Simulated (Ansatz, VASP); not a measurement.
Given: the input of a run of VASP 6.6.1 on BeTe.

INCAR

```
PREC = Accurate
ENCUT = 600
EDIFF = 1E-6
ISMEAR = -1
SIGMA = 0.05
LREAL = False
LASPH = True
NELM = 100
ALGO = Normal
ISIF = 3
LWAVE = False
LCHARG = False
GGA = RE
IBRION = 2
NSW = 80
EDIFFG = -0.005
```

KPOINTS

```
regular mesh
0
Gamma
  8 8 8
```

The input POSCAR:

```
BeTe
1.0
    0.0000000000      2.7700000000      2.7700000000
    2.7700000000      0.0000000000      2.7700000000
    2.7700000000      2.7700000000      0.0000000000
Te Be
1 1
Direct
    0.7500000000      0.7500000000      0.7500000000
    0.0000000000      0.0000000000      0.0000000000
```

Potentials or basis: VASP PAW PBE potentials, release 64 (Te, Be).

The run is started by

```bash
$ cat potpaw_PBE.64/Te/POTCAR potpaw_PBE.64/Be/POTCAR > POTCAR
$ mpirun -np 1 vasp_std > vasp.out
```

Problem. Set up the same calculation for Ansatz 0.2.0. Potentials there: all-electron LAPW, scalar-relativistic.

Solution. As run (the cutoff follows the program's own potentials):

input.yaml

```yaml
crystal:
  lattice:
    - [0.0, 2.77, 2.77]
    - [2.77, 0.0, 2.77]
    - [2.77, 2.77, 0.0]
  atoms:
    - { symbol: Te, position: [0.75, 0.75, 0.75] }
    - { symbol: Be, position: [0.0, 0.0, 0.0] }
kpoints:
  mp_grid: { grid: [8, 8, 8] }
scf:
  occupations: { method: fermi_dirac, width: 0.05 }
hamiltonian:
  xc: revpbe
  pseudopotentials: { kind: all_electron, lapw: { basis_error: 0.001 } }
output:
  forces: true
  stress: true
relax:
  f_tol: 0.005
  max_steps: 60
  cell: {}
```

Potentials or basis: all-electron LAPW, scalar-relativistic.

The run is started by

```console
$ ansatz run input.yaml --threads 1 --pin off --max-ram 3072MiB --backend cpu --events-out ev --progress --plain --runs-dir out
```

Both were run:

|  | VASP | Ansatz | Ansatz less VASP |
| --- | --- | --- | --- |
| relaxed volume (Å³/atom) | 23.24 | 23.21 | -0.034 |
| relaxed cell length with the largest relative difference (Å) | 4.036 | 4.034 | -0.0020 |

VASP's potentials were made for PBE, not for revPBE. Ansatz ran all-electron here, and VASP with PAW potentials.

Spin-orbit coupling is off throughout.
